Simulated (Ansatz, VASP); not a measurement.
Two plane-wave programs on HfC

```xyz
2
Lattice="0.1089 2.3250 2.3250 2.4339 0.0000 2.4339 2.3250 2.3250 0.1089" Properties=species:S:1:pos:R:3 pbc="T T T"
Hf    2.4339    2.3250    2.4339
C     0.0000    0.0000    0.0000
```

Change from the starting cell: strain +0.0937 x Voigt [0, 0, 0, 0, 1, 0], atoms carried along.

Alike in both runs: task single point; functional PBE; k mesh 18 × 18 × 18; occupations gaussian, width 0.15 eV; no spin polarisation.

```csv
,VASP,Ansatz
version,VASP 6.6.1,Ansatz 0.2.0
potentials or method,"VASP PAW PBE potentials, release 64 (Hf_pv, C), cutoff 520 eV","scalar-relativistic, plane waves, PAW"
valence electrons in the cell,14,30
```

```csv
,VASP,Ansatz,Ansatz less VASP
gap on the k mesh at the Fermi level (eV),none,none,-
pressure (GPa),0.1,0.7,+0.65
"traceless stress, the component that is largest in VASP (GPa)",-15.90,-15.90,+0.004
```

A gap of «none» marks a metal or a gap that the smearing closes. VASP's potentials hold 14 valence electrons a cell and Ansatz's 30, so a difference there can come from the potentials and not from the codes.

Neither program's run includes spin-orbit coupling.
